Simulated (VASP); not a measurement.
ZrB:

```
Zr B
1.0
     0.00000    2.32500    2.32500
     2.32500    0.00000    2.32500
     2.32500    2.32500    0.00000
Zr B
1 1
Direct
  0.00000 0.00000 0.00000
  0.50000 0.50000 0.50000
```

* Program: VASP 6.6.1
* Task: relaxation of cell and atoms
* Functional: revPBE
* Potentials or basis: VASP PAW PBE potentials, release 64 (Zr_sv, B)
* Cutoff: 600 eV
* k mesh: 10 × 10 × 10
* Occupations: fermi-dirac, width 0.05 eV
* Spin: no spin polarisation

At the start: pressure 37.1 GPa; volume 12.57 Å³/atom.

Q: Where does the relaxation end?

A: Over 18 steps the energy falls by 237.7 meV/atom and the volume is 14.93 Å³/atom (+18.8 %); space group Fm-3m (No. 225, to 0.1 Å) before and after.

The path:
```
step  energy change (eV)  largest force (eV/Å)  pressure (GPa)  volume (Å³)
   1              0.0000                0.0000           37.11        25.14
   2              0.1359                0.0000          -21.95        37.28
   3             -0.4745                0.0000           -1.19        30.10
   4             -0.4754                0.0000           -0.21        29.90
   5             -0.4753                0.0000            0.31        29.80
   6             -0.4753                0.0000            0.32        29.80
   7             -0.4753                0.0000            0.29        29.81
   8             -0.4753                0.0000            0.29        29.81
   9             -0.4753                0.0000            0.29        29.81
  10             -0.4753                0.0000            0.29        29.81
  11             -0.4753                0.0000            0.29        29.81
  12             -0.4753                0.0000            0.29        29.81
  13             -0.4754                0.0000            0.29        29.81
  14             -0.4754                0.0000            0.27        29.81
  15             -0.4754                0.0000            0.25        29.81
  16             -0.4754                0.0000            0.21        29.82
  17             -0.4754                0.0000            0.14        29.84
  18             -0.4754                0.0000           -0.01        29.86
```

Final structure:
```yaml
crystal:
  lattice:
    - [0.00000, 2.46247, 2.46247]
    - [2.46247, 0.00000, 2.46247]
    - [2.46247, 2.46247, 0.00000]
  atoms:
    - { symbol: Zr, position: [0.00000, 0.00000, 0.00000] }
    - { symbol: B, position: [0.50000, 0.50000, 0.50000] }
```

Caveat: the volume moved by over 15 % at a fixed basis, so the end points are rough; the PAW data sets were made with another functional, which shifts forces and pressure a little.
